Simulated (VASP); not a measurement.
# Si2W (I4/mmm) in VASP: a series of runs, part 2 of 2

VASP 6.6.1. The steps go on from the part before.

## 3. Single point, LDA

This run uses another cell than the first one, of 13.75 Å³/atom.

Contents of INCAR:

```
PREC = Accurate ; ENCUT = 520
EDIFF = 1E-6 ; ISMEAR = -1
SIGMA = 0.05 ; LREAL = F
LASPH = T ; NELM = 100
ALGO = Normal ; ISIF = 2
LWAVE = F ; LCHARG = F
NBANDS = 18
```

Contents of KPOINTS:

```
Automatic mesh
0
Gamma
  12 12 12
```

Contents of POSCAR:

```
Si2W
1.0
   -1.6175420320      1.6175420320      3.9408775768
    1.6175420320     -1.6175420320      3.9408775768
    1.6175420320      1.6175420320     -3.9408775768
W Si
1 2
Direct
    0.0000000000      0.0000000000      0.0000000000
    0.6653000000      0.6653000000      0.0000000000
    0.3347000000      0.3347000000      0.0000000000
```

Potentials or basis: VASP PAW LDA potentials, release 64 (W_sv, Si).

Started as:

```console
$ cat potpaw_LDA.64/W_sv/POTCAR potpaw_LDA.64/Si/POTCAR > POTCAR
$ mpirun -np 1 vasp_std > vasp.out
```

OUTCAR:

```text
PREC = Accurate
   ENCUT = 520
   EDIFF = 1E-6
   ISMEAR = -1
   LREAL = F
   LASPH = T
   NELM = 100
   ISIF = 2

 ion  position               nearest neighbor table
   1  0.000  0.000  0.000-   2 2.63   2 2.63   2 2.63   3 2.63   2 2.63   3 2.63   3 2.63   3 2.63
                             2 2.64   3 2.64
   2  0.665  0.665  0.000-   3 2.61   1 2.63   1 2.63   1 2.63   1 2.63   1 2.64   3 2.65   3 2.65
                             3 2.65   3 2.65
   3  0.335  0.335  0.000-   2 2.61   1 2.63   1 2.63   1 2.63   1 2.63   1 2.64   2 2.65   2 2.65
                             2 2.65   2 2.65

  LATTYP: Found a body centered tetragonal cell.
 ALAT       =     3.2350840640
 C/A-ratio  =     2.4363370465

  Lattice vectors:

 A1 = (  -1.6175420320,   1.6175420320,   3.9408775768)
 A2 = (   1.6175420320,  -1.6175420320,   3.9408775768)
 A3 = (   1.6175420320,   1.6175420320,  -3.9408775768)

Analysis of symmetry for initial positions (statically):
=====================================================================
 Subroutine PRICEL returns:
 Original cell was already a primitive cell.

 Routine SETGRP: Setting up the symmetry group for a
 body centered tetragonal supercell.

 Subroutine GETGRP returns: Found 16 space group operations
 (whereof 16 operations were pure point group operations)
 out of a pool of 16 trial point group operations.

The static configuration has the point symmetry D_4h.

Analysis of symmetry for dynamics (positions and initial velocities):
=====================================================================
 Subroutine PRICEL returns:
 Original cell was already a primitive cell.

 Routine SETGRP: Setting up the symmetry group for a
 body centered tetragonal supercell.

 Subroutine GETGRP returns: Found 16 space group operations
 (whereof 16 operations were pure point group operations)
[... 120 lines left out ...]
   EFERMI_NEDOS =   21; number of points for ismear=-14 and -15
   IALGO  =     38    algorithm
   IMIX   =      4    mixing-type and parameters
     AMIX     =   0.40;   BMIX     =  1.00
     AMIX_MAG =   1.60;   BMIX_MAG =  1.00
  volume/ion in A,a.u.               =      13.75        92.78
  Fermi-wavevector in a.u.,A,eV,Ry     =   1.327683  2.508957 23.983559  1.762742
  Thomas-Fermi vector in A             =   2.456977
   LORBIT       =      0    0 simple, 1 ext, 2 COOP (PROOUT), +10 PAW based schemes
   GGA     = CA    functional components
   LHFCALC =     F    Hartree Fock is set to
   AEXX    =    0.0000 exact exchange contribution
   IVDW    =     0    specifies the selected vdW correction
   LEPSILON=     F    determine dielectric tensor
   LRPA    =     F    only Hartree local field effects (RPA)
 non-spin polarized calculation
  energy-cutoff  :      520.00
  volume of cell :       41.24
 maximum number of plane-waves:      1137
 NGX is ok and might be reduce to    36
   NGX = 17   NGY = 17   NGZ = 17

 number of electron      22.0000000 magnetization

 Free energy of the ion-electron system (eV)
  ---------------------------------------------------
  ext. energy  EPLUGINS =         0.00000000
  ---------------------------------------------------
  free energy    TOTEN  =       -27.30770087 eV

  energy without entropy =      -27.30564508  energy(sigma->0) =      -27.30667297

 E-fermi :  11.6010     XC(G=0): -12.5529

 val. band max:       11.5937721498   @ k =   0.2500   0.2500   0.2500
 cond. band min:      11.6289833034   @ k =  -0.4167  -0.4167   0.3333
 fundamental gap:      0.0352111536
 Fermi energy:        11.6009934755

 k-point     1 :       0.0000    0.0000    0.0000
  band No.  band energies     occupation
      1     -61.8518      2.00000
      2     -26.3546      2.00000
      3     -26.3391      2.00000
      4     -26.3391      2.00000
      5      -2.2292      2.00000
      6       4.9140      2.00000
[... 481 lines left out ...]
      5       0.7949      2.00000
      6       3.4341      2.00000
[... 10 lines left out ...]
     17      18.5481      0.00000
     18      19.7735      0.00000

 [... further k-points ...]

------------------------ aborting loop because EDIFF is reached ----------------------------------------

  FORCE on cell =-STRESS in cart. coord.  units (eV):
  Direction    XX          YY          ZZ          XY          YZ          ZX
  --------------------------------------------------------------------------------------
  -------------------------------------------------------------------------------------
  Total       -2.3244620     -2.3244620     -2.4657865      0.0000000      0.0000000      0.0000000
  in kB      -90.2960914    -90.2960914    -95.7859838      0.0000000      0.0000000      0.0000000
  external PRESSURE =     -92.1260555 kB  Pullay stress =       0.0000000 kB

 VOLUME and BASIS-vectors are now :
 -----------------------------------------------------------------------------
  energy-cutoff  :      520.00
  volume of cell :       41.24
      direct lattice vectors                 reciprocal lattice vectors
    -1.617542032  1.617542032  3.940877577     0.000000000  0.309110978  0.126875294
     1.617542032 -1.617542032  3.940877577     0.309110978  0.000000000  0.126875294
     1.617542032  1.617542032 -3.940877577     0.309110978  0.309110978  0.000000000

 POSITION                                       TOTAL-FORCE (eV/Angst)
 -----------------------------------------------------------------------------------
      0.00000      0.00000      0.00000         0.000000      0.000000     -0.000000
      0.00000      0.00000      5.24373        -0.000000     -0.000000     -0.089264
      0.00000      0.00000      2.63802         0.000000      0.000000      0.089264
 -----------------------------------------------------------------------------------
    total drift:                               -0.000000     -0.000000      0.000000

  FREE ENERGIE OF THE ION-ELECTRON SYSTEM (eV)
  ---------------------------------------------------
  free  energy   TOTEN  =       -27.3077008704 eV

  energy  without entropy=      -27.3056450767  energy(sigma->0) =      -27.30667297
```

stdout:

```text
POSCAR found type information on POSCAR W Si
 POSCAR found :  2 types and       3 ions
 scaLAPACK will be used
 LDA part: xc-table for (Slater(with rela. corr.)+CA(PZ))
 , standard interpolation
 POSCAR, INCAR and KPOINTS ok, starting setup
 FFT: planning ... GRIDC
 FFT: planning ... GRID_SOFT
 FFT: planning ... GRID
 WAVECAR not read
 entering main loop
```

Wall time 3.5 min (1 thread of Intel Xeon 8259CL, shared host); peak memory 0.26 GiB.

Results:

```
Free energy            : -27.3077 eV
Pressure               : -9.2 GPa
Largest force          : 0.089 eV/Å
Band gap on the k mesh : zero (bands 11 and 12 overlap by 1.26 eV)
```

Forces in eV/Å, atoms in the order of the input:
```
W    0.000  0.000  0.000
Si   0.000  0.000 -0.089
Si   0.000  0.000  0.089
```

Stress tensor (GPa, compression positive):
```
-9.03  0.00  0.00
 0.00 -9.03  0.00
 0.00  0.00 -9.58
```

Levels at points of the mesh, in eV from the Fermi level:
```
           k point  band 9  band 10  band 11  band 12  band 13  band 14
(0.00, 0.00, 0.00)   -2.78    -2.78     0.57     2.62     3.05     3.05
(0.50, 0.00, 0.00)   -2.73    -2.71    -0.43     2.55     2.76     3.89
(0.50, 0.50, 0.00)   -4.90    -3.16    -1.66     2.73     2.80     2.97
(0.50, 0.50, 0.50)   -0.80    -0.80    -0.51    -0.51     0.74     4.40
```

Caveat: the cell stands under tension; spin-orbit coupling is left out, which moves the levels of the heavy elements.

## 4. Single point, LDA

This run uses another cell than the first one, of 14.02 Å³/atom.

Contents of INCAR:

```
SYSTEM = Si2W
  PREC = Accurate
  ENCUT = 520
  EDIFF = 1E-6
  ISMEAR = -1
  SIGMA = 0.05
  LREAL = .FALSE.
  LASPH = .TRUE.
  NELM = 100
  ALGO = Normal
  ISIF = 2
  LWAVE = .FALSE.
  LCHARG = .FALSE.
  NBANDS = 18
```

Contents of KPOINTS:

```
regular mesh
0
G
  12 12 12
  0 0 0
```

Contents of POSCAR:

```
Si2W
1.0
   -1.6280458460      1.6280458460      3.9664684080
    1.6280458460     -1.6280458460      3.9664684080
    1.6280458460      1.6280458460     -3.9664684080
W Si
1 2
Direct
    0.0000000000      0.0000000000      0.0000000000
    0.6653000000      0.6653000000      0.0000000000
    0.3347000000      0.3347000000      0.0000000000
```

Started as:

```console
$ cat potpaw_LDA.64/W_sv/POTCAR potpaw_LDA.64/Si/POTCAR > POTCAR
$ mpirun -np 1 vasp_std > vasp.out
```

Run time: 3.5 min. Hardware: 1 thread of Intel Xeon 8259CL, shared host; peak memory 0.26 GiB.

The run converged. Its results:

- Free energy: -27.2521 eV
- Pressure: -12.9 GPa
- Largest force: 0.137 eV/Å
- Band gap on the k mesh: zero (bands 11 and 12 overlap by 1.23 eV)

Forces on the atoms (eV/Å):
```
W    0.000  0.000  0.000
Si   0.000  0.000 -0.137
Si   0.000  0.000  0.137
```

Stress tensor (GPa, compression positive):
```
-12.59   0.00   0.00
  0.00 -12.59   0.00
  0.00   0.00 -13.62
```

Levels at points of the mesh, in eV from the Fermi level:
```csv
k point,band 8,band 9,band 10,band 11,band 12,band 13,band 14,band 15
"(0.00, 0.00, 0.00)",-3.16,-2.72,-2.72,0.56,2.51,3.00,3.00,3.16
"(0.50, 0.00, 0.00)",-4.65,-2.67,-2.64,-0.40,2.47,2.73,3.83,4.05
"(0.50, 0.50, 0.00)",-5.48,-4.82,-3.08,-1.64,2.66,2.72,2.88,3.75
"(0.50, 0.50, 0.50)",-2.47,-0.80,-0.80,-0.49,-0.49,0.72,4.32,4.33
```

Caveat: the cell stands under tension; spin-orbit coupling is left out, which moves the levels of the heavy elements.

## 5. Single point, LDA

This run uses another cell than the first one, of 14.29 Å³/atom.

Contents of INCAR:

```
SYSTEM = Si2W
PREC = Accurate ; ENCUT = 520
EDIFF = 1E-7 ; ISMEAR = -1
SIGMA = 0.05 ; LREAL = .FALSE.
LASPH = .TRUE. ; NELM = 60
ALGO = Normal ; ISIF = 2
LWAVE = .FALSE. ; LCHARG = .FALSE.
GGA = CA ; NBANDS = 18
```

KPOINTS is that of step 4.

Contents of POSCAR:

```
Si2W
1.0
   -1.6384158444      1.6384158444      3.9917332191
    1.6384158444     -1.6384158444      3.9917332191
    1.6384158444      1.6384158444     -3.9917332191
W Si
1 2
Direct
    0.0000000000      0.0000000000      0.0000000000
    0.6653000000      0.6653000000      0.0000000000
    0.3347000000      0.3347000000      0.0000000000
```

Started as:

```console
$ cat potpaw_LDA.64/W_sv/POTCAR potpaw_LDA.64/Si/POTCAR > POTCAR
$ mpirun -np 1 vasp_std > vasp.out
```

It took 3.6 min on 1 thread of Intel Xeon 8259CL, shared host; peak memory 0.26 GiB.

It converged, with:

```
Free energy            : -27.1787 eV
Pressure               : -16.2 GPa
Largest force          : 0.183 eV/Å
Band gap on the k mesh : zero (bands 11 and 12 overlap by 1.20 eV)
```

Forces on the atoms (eV/Å):
```
W    0.000  0.000  0.000
Si   0.000  0.000 -0.183
Si   0.000  0.000  0.183
```

Stress tensor (GPa, compression positive):
```
-15.74   0.00   0.00
  0.00 -15.74   0.00
  0.00   0.00 -17.18
```

Levels at points of the mesh, in eV from the Fermi level:
| k point | band 7 | band 8 | band 9 | band 10 | band 11 | band 12 | band 13 | band 14 | band 15 | band 16 |
| --- | --- | --- | --- | --- | --- | --- | --- | --- | --- | --- |
| (0.00, 0.00, 0.00) | -3.77 | -3.07 | -2.66 | -2.66 | 0.55 | 2.40 | 2.96 | 2.96 | 3.23 | 4.27 |
| (0.50, 0.00, 0.00) | -5.45 | -4.58 | -2.61 | -2.57 | -0.38 | 2.40 | 2.70 | 3.78 | 3.90 | 5.08 |
| (0.50, 0.50, 0.00) | -5.64 | -5.48 | -4.74 | -3.00 | -1.63 | 2.60 | 2.64 | 2.80 | 3.69 | 4.38 |
| (0.50, 0.50, 0.50) | -3.52 | -2.42 | -0.79 | -0.79 | -0.48 | -0.48 | 0.71 | 4.13 | 4.25 | 6.16 |

Caveat: the cell stands under tension; spin-orbit coupling is left out, which moves the levels of the heavy elements.

## 6. Summary

| cell | gap on the mesh (eV) | pressure (GPa) | largest force (eV/Å) |
| --- | --- | --- | --- |
| a = 4.496 Å, angles 138.4, 138.4, 60.3°, 3 atoms | none | -0.4 | 0.02 |
| a = 4.557 Å, angles 138.4, 138.4, 60.3°, 3 atoms | none | -9.2 | 0.09 |
| a = 4.586 Å, angles 138.4, 138.4, 60.3°, 3 atoms | none | -12.9 | 0.14 |
| a = 4.615 Å, angles 138.4, 138.4, 60.3°, 3 atoms | none | -16.2 | 0.18 |

Alike in all rows: task single point; level LDA; potentials or basis VASP PAW LDA potentials, release 64 (W_sv, Si); no spin polarisation; k mesh 12 × 12 × 12; cutoff (eV) 520; smearing fermi-dirac 0.05 eV.

Caveats: spin-orbit coupling is left out, which moves the levels of the heavy elements; the cell stands under tension (at least some runs).

Absolute energies hang on the potentials; compare differences alone.

The gap in the log of VASP goes by the Fermi energy; the results here count the filled bands.